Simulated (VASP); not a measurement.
A run of VASP 6.6.1 is set up as follows.

File INCAR:

```
ALGO = Normal
EDIFF = 1E-6
ENCUT = 520
GGA = CA
ISIF = 2
ISMEAR = -1
LASPH = T
LCHARG = F
LREAL = F
LWAVE = F
NBANDS = 18
NELM = 60
PREC = Accurate
SIGMA = 0.08
```

File KPOINTS:

```
k-points
0
Gamma
  11 11 11
```

The input POSCAR:

```
LaHg
1.0
    3.7986300000      0.0000000000      0.0000000000
    0.0000000000      3.7986300000      0.0000000000
    0.0000000000      0.0000000000      3.8370000000
La Hg
1 1
Direct
    0.5000000000      0.5000000000      0.5000000000
    0.0000000000      0.0000000000      0.0000000000
```

Potentials or basis: VASP PAW LDA potentials, release 64 (La, Hg).

Launch:

```sh
$ cat potpaw_LDA.64/La/POTCAR potpaw_LDA.64/Hg/POTCAR > POTCAR
$ mpirun -np 1 vasp_std > vasp.out
```

(1) Estimate the band gap on the k mesh.

(2) Estimate the pressure.

Answers

(1) zero (an odd number of electrons rules out a gap without spin polarisation).

(2) -0.6 GPa.

Caveat: the cell differs from its parent crystal (equal xx and yy strain of -1 %); spin-orbit coupling is left out, which moves the levels of the heavy elements.
